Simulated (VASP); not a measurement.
# BN (Fmm2) in VASP: notebook

BN is run at these levels: LDA, PBEsol; tasks: single point.

Program: VASP 6.6.1. These are calculated values, not measurements. Logs are shortened: lines on timing, memory, paths and dates and some standing lists are left out, and cuts for length are marked.

### 1 The cell of the first run

It takes space group Fmm2 (No. 42, orthorhombic). The conventional cell has a = 2.520 Å, b = 7.037 Å, c = 4.361 Å, α = 90.00°, β = 90.00°, γ = 90.00°. N (site symmetry mm2) has 3 B at 1.45 Å within 1.9 Å. B (site symmetry mm2) has 3 N at 1.45 Å within 1.9 Å.

### 2 Single point, LDA

Input file INCAR:

```
PREC = Accurate
ENCUT = 520
EDIFF = 1E-6
ISMEAR = -1
SIGMA = 0.05
LREAL = False
LASPH = True
NELM = 80
ALGO = Normal
ISIF = 2
LWAVE = False
LCHARG = True
GGA = CA
LELF = True
LVHAR = True
NBANDS = 11
```

Input file KPOINTS:

```
Automatic mesh
0
Gamma
  13 13 13
```

Input file POSCAR:

```
BN
1.0
    0.0000000000      3.5184642916      2.1804366332
    1.2599212959      0.0000000000      2.1804366332
    1.2599212959      3.5184642916      0.0000000000
N B
1 1
Direct
    0.6666513400      0.6666513400      0.3333486600
    0.0000486500      0.0000486500      0.9999513500
```

Potentials or basis: VASP PAW LDA potentials, release 64 (N, B).

Launch:

```
$ cat potpaw_LDA.64/N/POTCAR potpaw_LDA.64/B/POTCAR > POTCAR
$ mpirun -np 1 vasp_std > vasp.out
```

OUTCAR:

```text
PREC = Accurate
   ENCUT = 520
   EDIFF = 1E-6
   ISMEAR = -1
   LREAL = False
   LASPH = True
   NELM = 80
   ISIF = 2
   GGA = CA

 ion  position               nearest neighbor table
   1  0.667  0.667  0.333-   2 1.45   2 1.45   2 1.45
   2  0.000  0.000  1.000-   1 1.45   1 1.45   1 1.45

  LATTYP: Found a face centered orthorhombic cell.
 ALAT       =     2.5198425918
 B/A-ratio  =     1.7306133647
 C/A-ratio  =     2.7926064136

  Lattice vectors:

 A1 = (   0.0000000000,   3.5184642916,   2.1804366332)
 A2 = (  -1.2599212959,   3.5184642916,   0.0000000000)
 A3 = (  -1.2599212959,   0.0000000000,   2.1804366332)

Analysis of symmetry for initial positions (statically):
=====================================================================
 Subroutine PRICEL returns:
 Original cell was already a primitive cell.

 Routine SETGRP: Setting up the symmetry group for a
 face centered orthorhombic supercell.

 Subroutine GETGRP returns: Found  4 space group operations
 (whereof  4 operations were pure point group operations)
 out of a pool of  8 trial point group operations.

The static configuration has the point symmetry C_2v.

Analysis of symmetry for dynamics (positions and initial velocities):
=====================================================================
 Subroutine PRICEL returns:
 Original cell was already a primitive cell.

 Routine SETGRP: Setting up the symmetry group for a
 face centered orthorhombic supercell.

 Subroutine GETGRP returns: Found  4 space group operations
 (whereof  4 operations were pure point group operations)
 out of a pool of  8 trial point group operations.

The dynamic configuration has the point symmetry C_2v.

 Subroutine INISYM returns: Found  4 space group operations
 (whereof  4 operations are pure point group operations),
 and found     1 'primitive' translations

----------------------------------------------------------------------------------------

                                     Primitive cell

  volume of cell :      19.3317

  direct lattice vectors                    reciprocal lattice vectors
     0.000000000  3.518464292  2.180436633    -0.396850186  0.142107453  0.229311869
     1.259921296  0.000000000  2.180436633     0.396850186 -0.142107453  0.229311869
     1.259921296  3.518464292  0.000000000     0.396850186  0.142107453 -0.229311869

  length of vectors
     4.139310919  2.518274326  3.737243990     0.479863034  0.479863034  0.479863034

  position of ions in fractional coordinates (direct lattice)
     0.666651340  0.666651340  0.333348660
     0.000048650  0.000048650  0.999951350

  ion indices of the primitive-cell ions
   primitive index   ion index
                 1           1
                 2           2

----------------------------------------------------------------------------------------

 KPOINTS: Automatic mesh

Automatic generation of k-mesh.
 Grid dimensions read from file:
 generate k-points for:   13   13   13

 Generating k-lattice:

  Cartesian coordinates                     Fractional coordinates (reciprocal lattice)
    -0.030526937  0.010931343  0.017639375     0.076923077  0.000000000  0.000000000
     0.030526937 -0.010931343  0.017639375    -0.000000000  0.076923077 -0.000000000
     0.030526937  0.010931343 -0.017639375     0.000000000  0.000000000  0.076923077

  Length of vectors
     0.036912541  0.036912541  0.036912541

  Shift w.r.t. Gamma in fractional coordinates (k-lattice)
     0.000000000  0.000000000  0.000000000

 Subroutine IBZKPT returns following result:
 ===========================================

 Found    343 irreducible k-points:

 Following reciprocal coordinates:
            Coordinates               Weight
  0.000000  0.000000  0.000000      1.000000
  0.076923  0.000000 -0.000000      8.000000
  0.153846  0.000000  0.000000      8.000000
  0.230769  0.000000  0.000000      8.000000
  0.307692  0.000000  0.000000      8.000000
  0.384615  0.000000 -0.000000      8.000000
[... 16 lines left out ...]
  0.384615  0.153846 -0.000000      8.000000
  0.461538  0.153846 -0.000000      8.000000
 [... further k-points ...]
   k-points           NKPTS =    343   k-points in BZ     NKDIM =    343   number of bands    NBANDS=     11
   number of dos      NEDOS =    301   number of ions     NIONS =      2
   total plane-waves  NPLWV =  17920
   dimension x,y,z NGX =    32 NGY =   20 NGZ =   28
   dimension x,y,z NGXF=    64 NGYF=   40 NGZF=   56
   ions per type =               1   1
   NGX,Y,Z   is equivalent  to a cutoff of  12.85, 13.20, 12.46 a.u.
   NGXF,Y,Z  is equivalent  to a cutoff of  25.70, 26.41, 24.91 a.u.
 SYSTEM =  unknown system
   PREC   = accura    normal or accurate (medium, high low for compatibility)
   ISTART =      0    job   : 0-new  1-cont  2-samecut
   ICHARG =      2    charge: 1-file 2-atom 10-const
   ISPIN  =      1    spin polarized calculation?
   LNONCOLLINEAR =      F non collinear calculations
   LSORBIT =      F    spin-orbit coupling
   LASPH  =      T    aspherical Exc in radial PAW
   ENCUT  =  520.0 eV  38.22 Ry    6.18 a.u.   7.70  4.68  6.95*2*pi/ulx,y,z
   NELM   =     80;   NELMIN=  2; NELMDL= -5     # of ELM steps
   EDIFF  = 0.1E-05   stopping-criterion for ELM
   LREAL  =      F    real-space projection
   EDIFFG = 0.1E-04   stopping-criterion for IOM
   NSW    =      0    number of steps for IOM
   IBRION =     -1    ionic relax: 0-MD 1-quasi-New 2-CG
   NFREE  =      0    steps in history (QN), initial steepest desc. (CG)
   ISIF   =      2    stress and relaxation
   ISYM   =      2    0-nonsym 1-usesym 2-fastsym
   POTIM  = 0.5000    time-step for ionic-motion
   TEBEG  =    0.0;   TEEND  =   0.0 temperature during run
   PSTRESS=    0.0 pullay stress
   NELECT =       8.0000    total number of electrons
   NUPDOWN=      -1.0000    fix difference up-down
   EMIN   =  10.00;   EMAX   =-10.00  energy-range for DOS
   EFERMI =   0.00;   METHOD = LEGACY
   ISMEAR =    -1;   SIGMA  =   0.05  broadening in eV -4-tet -1-fermi 0-gaus
   EFERMI_NEDOS =   21; number of points for ismear=-14 and -15
   IALGO  =     38    algorithm
   IMIX   =      4    mixing-type and parameters
     AMIX     =   0.40;   BMIX     =  1.00
     AMIX_MAG =   1.60;   BMIX_MAG =  1.00
  volume/ion in A,a.u.               =       9.67        65.23
  Fermi-wavevector in a.u.,A,eV,Ry     =   1.219967  2.305404 20.249822  1.488320
  Thomas-Fermi vector in A             =   2.355201
   LORBIT       =      0    0 simple, 1 ext, 2 COOP (PROOUT), +10 PAW based schemes
   GGA     = CA    functional components
   LHFCALC =     F    Hartree Fock is set to
   AEXX    =    0.0000 exact exchange contribution
   IVDW    =     0    specifies the selected vdW correction
   LEPSILON=     F    determine dielectric tensor
   LRPA    =     F    only Hartree local field effects (RPA)
 non-spin polarized calculation
  energy-cutoff  :      520.00
  volume of cell :       19.33
 maximum number of plane-waves:       533
   NGX = 15   NGY =  9   NGZ = 13

 number of electron       8.0000000 magnetization

 Free energy of the ion-electron system (eV)
  ---------------------------------------------------
  ext. energy  EPLUGINS =         0.00000000
  ---------------------------------------------------
  free energy    TOTEN  =       -19.26548456 eV

  energy without entropy =      -19.26548456  energy(sigma->0) =      -19.26548456

 E-fermi :   2.6727     XC(G=0): -10.1252

 val. band max:        1.7098357101   @ k =   0.4615  -0.3846   0.1538
 cond. band min:       5.3921012061   @ k =   0.0000   0.4615   0.4615
 fundamental gap:      3.6822654960
 Fermi energy:         2.6727174007

 k-point     1 :       0.0000    0.0000    0.0000
  band No.  band energies     occupation
      1     -15.8258      2.00000
      2      -2.7230      2.00000
      3       0.2545      2.00000
      4       0.2615      2.00000
      5       6.1972      0.00000
      6      12.9363      0.00000
      7      12.9958      0.00000
      8      14.2737      0.00000
      9      15.8324      0.00000
     10      26.6943      0.00000
     11      27.6678      0.00000

 k-point     2 :       0.0769    0.0000   -0.0000
  band No.  band energies     occupation
      1     -15.7093      2.00000
      2      -2.6106      2.00000
      3      -0.2115      2.00000
      4       0.0377      2.00000
      5       6.4630      0.00000
      6      12.9090      0.00000
      7      13.4483      0.00000
      8      13.8783      0.00000
      9      16.2074      0.00000
     10      26.3772      0.00000
     11      27.0199      0.00000

 k-point     3 :       0.1538    0.0000    0.0000
  band No.  band energies     occupation
      1     -15.3650      2.00000
      2      -2.2760      2.00000
      3      -1.4165      2.00000
      4      -0.5093      2.00000
      5       7.1791      0.00000
      6      12.7205      0.00000
      7      12.8351      0.00000
      8      14.8105      0.00000
      9      17.1415      0.00000
     10      23.9417      0.00000
     11      27.6910      0.00000

 k-point     4 :       0.2308    0.0000    0.0000
  band No.  band energies     occupation
      1     -14.8129      2.00000
      2      -3.0050      2.00000
      3      -1.7049      2.00000
      4      -1.1727      2.00000
      5       8.1763      0.00000
      6      11.2927      0.00000
      7      12.6227      0.00000
      8      16.7695      0.00000
      9      18.2993      0.00000
     10      21.8000      0.00000
     11      26.6086      0.00000
[... 239 lines left out ...]
 k-point    22 :       0.3077    0.1538    0.0000
  band No.  band energies     occupation
      1     -14.5106      2.00000
      2      -3.4533      2.00000
      3      -1.9826      2.00000
      4      -1.1857      2.00000
      5       8.4984      0.00000
      6      10.7714      0.00000
      7      13.5363      0.00000
      8      15.8982      0.00000
      9      19.5519      0.00000
     10      20.8092      0.00000
     11      25.9141      0.00000

 k-point    23 :       0.3846    0.1538   -0.0000
  band No.  band energies     occupation
      1     -13.8222      2.00000
      2      -4.7276      2.00000
      3      -2.7989      2.00000
      4      -0.4370      2.00000
      5       8.7380      0.00000
      6      10.2933      0.00000
      7      13.8671      0.00000
      8      16.8732      0.00000
      9      18.7050      0.00000
     10      21.4042      0.00000
     11      25.1379      0.00000

 k-point    24 :       0.4615    0.1538   -0.0000
  band No.  band energies     occupation
      1     -13.0857      2.00000
      2      -5.9617      2.00000
      3      -3.3525      2.00000
      4       0.3753      2.00000
      5       7.3844      0.00000
      6      11.5722      0.00000
      7      14.0391      0.00000
      8      17.0065      0.00000
      9      18.7146      0.00000
     10      22.3984      0.00000
     11      24.0149      0.00000

 [... further k-points ...]
[... 5 lines left out ...]
  --------------------------------------------------------------------------------------
  -------------------------------------------------------------------------------------
  Total       -1.3903877     -0.1579110     -1.3840977      0.0000000      0.0000000      0.0000000
  in kB     -115.2328952    -13.0873838   -114.7115858      0.0000000      0.0000000      0.0000000
  external PRESSURE =     -81.0106216 kB  Pullay stress =       0.0000000 kB

 VOLUME and BASIS-vectors are now :
 -----------------------------------------------------------------------------
  energy-cutoff  :      520.00
  volume of cell :       19.33
      direct lattice vectors                 reciprocal lattice vectors
     0.000000000  3.518464292  2.180436633    -0.396850186  0.142107453  0.229311869
     1.259921296  0.000000000  2.180436633     0.396850186 -0.142107453  0.229311869
     1.259921296  3.518464292  0.000000000     0.396850186  0.142107453 -0.229311869

 POSITION                                       TOTAL-FORCE (eV/Angst)
 -----------------------------------------------------------------------------------
      1.25992      3.51846      2.90718         0.000000      0.000000     -0.009629
      1.25992      3.51846      0.00021         0.000000      0.000000      0.009629
 -----------------------------------------------------------------------------------
    total drift:                               -0.000000      0.000002     -0.000001

  FREE ENERGIE OF THE ION-ELECTRON SYSTEM (eV)
  ---------------------------------------------------
  free  energy   TOTEN  =       -19.2654845551 eV

  energy  without entropy=      -19.2654845551  energy(sigma->0) =      -19.26548456
```

It took 3 min on 1 thread of AMD EPYC 7R13, shared host; peak memory 0.15 GiB.

Results:

```yaml
Free_energy: -19.2655 eV
Pressure: -8.1 GPa
Largest_force: 0.010 eV/Å
Band_gap_on_the_k_mesh: 3.68 eV, indirect (least direct gap 4.46 eV)
```

Forces on the atoms (eV/Å):
```
N    0.000  0.000 -0.010
B    0.000  0.000  0.010
```

Stress tensor (GPa, compression positive):
```
-11.52   0.00   0.00
  0.00  -1.31   0.00
  0.00   0.00 -11.47
```

Levels at points of the mesh, in eV from the valence-band top:
```tsv
k point	band 2	band 3	band 4	band 5	band 6	band 7
(0.00, 0.00, 0.00)	-4.43	-1.46	-1.45	4.49	11.23	11.29
```

A k mesh can miss the band edges. LDA gaps usually lie below the measured ones, often by a third to a half.

### 3 Single point, PBEsol

Input file INCAR:

```
SYSTEM = BN
ALGO     = Normal         ! electronic algorithm
EDIFF    = 1E-6           ! SCF threshold, eV
ENCUT    = 520            ! plane-wave cutoff, eV
GGA      = PS             ! functional
ISIF     = 2              ! what is computed and relaxed
ISMEAR   = -1             ! smearing method
LASPH    = .TRUE.         ! aspherical terms in the spheres
LCHARG   = .FALSE.        ! write CHGCAR
LREAL    = .FALSE.        ! projectors in reciprocal space
LWAVE    = .FALSE.        ! write WAVECAR
NBANDS   = 11             ! bands
NELM     = 80             ! most SCF steps
PREC     = Accurate       ! precision mode
SIGMA    = 0.05           ! smearing width, eV
```

Input file KPOINTS:

```
k-points
0
G
  13 13 13
  0 0 0
```

POSCAR is that of step 2.

Potentials or basis: VASP PAW PBE potentials, release 64 (N, B).

Launch:

```
$ cat potpaw_PBE.64/N/POTCAR potpaw_PBE.64/B/POTCAR > POTCAR
$ mpirun -np 1 vasp_std > vasp.out
```

It took 2.9 min on 1 thread of AMD EPYC 7R13, shared host; peak memory 0.16 GiB.

Results (log left out):

- Free energy: -18.2803 eV
- Pressure: -3.6 GPa
- Largest force: 0.009 eV/Å
- Band gap on the k mesh: 3.78 eV, indirect (least direct gap 4.54 eV)

Forces in eV/Å, atoms in the order of the input:
```
N    0.000  0.000 -0.009
B    0.000  0.000  0.009
```

Stress tensor (GPa, compression positive):
```
-5.41  0.00  0.00
 0.00  0.00  0.00
 0.00  0.00 -5.36
```

Levels at points of the mesh, in eV from the valence-band top:
| k point | band 1 | band 2 | band 3 | band 4 | band 5 | band 6 | band 7 | band 8 | band 9 |
| --- | --- | --- | --- | --- | --- | --- | --- | --- | --- |
| (0.00, 0.00, 0.00) | -17.70 | -4.43 | -1.42 | -1.41 | 4.65 | 11.31 | 11.37 | 12.71 | 14.04 |

Caveat: the PAW data sets were made with another functional, which shifts forces and pressure a little. A k mesh can miss the band edges.

### 4 Single point, LDA

This run uses another cell than the first one, of 9.86 Å³/atom, 1.020 times its volume.

Input file INCAR:

```
SYSTEM = BN
ALGO = Normal ; EDIFF = 1E-6
ENCUT = 520 ; GGA = CA
ISIF = 2 ; ISMEAR = -1
LASPH = .True. ; LCHARG = .True.
LELF = .True. ; LREAL = .False.
LVHAR = .True. ; LWAVE = .False.
NBANDS = 11 ; NELM = 80
PREC = Accurate ; SIGMA = 0.05
```

Input file KPOINTS:

```
k-points
0
Gamma
  13 13 13
  0 0 0
```

Input file POSCAR:

```
BN
1.0
    0.0000000000      3.5413121025      2.1945957093
    1.2681028322      0.0000000000      2.1945957093
    1.2681028322      3.5413121025      0.0000000000
N B
1 1
Direct
    0.6666513400      0.6666513400      0.3333486600
    0.0000486500      0.0000486500      0.9999513500
```

Potentials or basis: VASP PAW LDA potentials, release 64 (N, B).

Launch:

```
$ cat potpaw_LDA.64/N/POTCAR potpaw_LDA.64/B/POTCAR > POTCAR
$ mpirun -np 1 vasp_std > vasp.out
```

Run time: 2.6 min. Hardware: 1 thread of AMD EPYC 7R13, shared host; peak memory 0.15 GiB.

The run converged. Its results:

```yaml
Free_energy: -19.2419 eV
Pressure: -12.0 GPa
Largest_force: 0.009 eV/Å
Band_gap_on_the_k_mesh: 3.67 eV, indirect (least direct gap 4.41 eV)
```

Forces on the atoms (eV/Å):
```
N    0.000  0.000 -0.009
B    0.000  0.000  0.009
```

Stress tensor (GPa, compression positive):
```
-17.40   0.00   0.00
  0.00  -1.34   0.00
  0.00   0.00 -17.34
```

Levels at points of the mesh, in eV from the valence-band top:
| k point | band 2 | band 3 | band 4 | band 5 | band 6 | band 7 |
| --- | --- | --- | --- | --- | --- | --- |
| (0.00, 0.00, 0.00) | -4.35 | -1.47 | -1.47 | 4.47 | 11.07 | 11.13 |

A k mesh can miss the band edges.

(Part 1 of 2 ends here.)
